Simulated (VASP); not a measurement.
A run of VASP 6.6.1 is set up as follows.

The input INCAR:

```
SYSTEM = Hf
PREC = Accurate
ENCUT = 520
EDIFF = 1E-6
ISMEAR = -1
SIGMA = 0.1
LREAL = .False.
LASPH = .True.
NELM = 80
ALGO = Normal
ISIF = 2
LWAVE = .False.
LCHARG = .True.
GGA = PS
LELF = .True.
LVHAR = .True.
NBANDS = 22
```

Contents of KPOINTS:

```
regular mesh
0
Gamma
  8 8 11
  0 0 0
```

POSCAR

```
Hf
1.0
    4.3985647131      0.0000000000      0.0000000000
   -2.1992823565      3.8092687817      0.0000000000
    0.0000000000      0.0000000000      2.7261632383
Hf
3
Direct
    0.0000000000      0.0000000000      0.0000000000
    0.3333333333      0.6666666667      0.5000000000
    0.6666666667      0.3333333333      0.5000000000
```

Potentials or basis: VASP PAW PBE potentials, release 64 (Hf_pv).

Launch:

```console
$ cat potpaw_PBE.64/Hf_pv/POTCAR > POTCAR
$ mpirun -np 1 vasp_std > vasp.out
```

**Question.** What does it give for the pressure?

**Answer.** 70.5 GPa.

**Question.** Estimate the band gap on the k mesh.

**Answer.** Zero (band 15 reaches 8.11 eV, above the bottom of band 16 at 6.87 eV).

Stress tensor (GPa, compression positive):
```
70.32  0.00  0.00
 0.00 70.32  0.00
 0.00  0.00 70.77
```

Caveat: the PAW data sets were made with another functional, which shifts forces and pressure a little; spin-orbit coupling is left out, which moves the levels of the heavy elements.
